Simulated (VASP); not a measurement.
Here is a VASP 6.6.1 calculation.

File INCAR:

```
SYSTEM = I
  PREC = Accurate
  ENCUT = 520
  EDIFF = 1E-7
  ISMEAR = -1
  SIGMA = 0.02
  LREAL = .False.
  LASPH = .True.
  NELM = 100
  ALGO = Normal
  ISIF = 2
  LWAVE = .False.
  LCHARG = .False.
  GGA = PE
  NBANDS = 10
```

Contents of KPOINTS:

```
Automatic mesh
0
Gamma
  9 9 9
  0 0 0
```

Contents of POSCAR:

```
I
1.0
    1.9842482484      1.9842482484      1.9842482484
   -1.9842482484      1.9842482484      1.9842482484
   -1.9842482484     -1.9842482484      1.9842482484
I
1
Direct
    0.0000000000      0.0000000000      0.0000000000
```

Potentials or basis: VASP PAW PBE potentials, release 64 (I).

Run with:

```bash
$ cat potpaw_PBE.64/I/POTCAR > POTCAR
$ mpirun -np 1 vasp_std > vasp.out
```

Q: Estimate the pressure.

A: 4.9 GPa.

Q: Predict the band gap on the k mesh.

A: Zero (an odd number of electrons rules out a gap without spin polarisation).

Caveat: the cell stands under pressure; spin-orbit coupling is left out, which moves the levels of the heavy elements; an odd number of electrons without spin polarisation forces a metal; a magnetic or distorted state may lie lower.
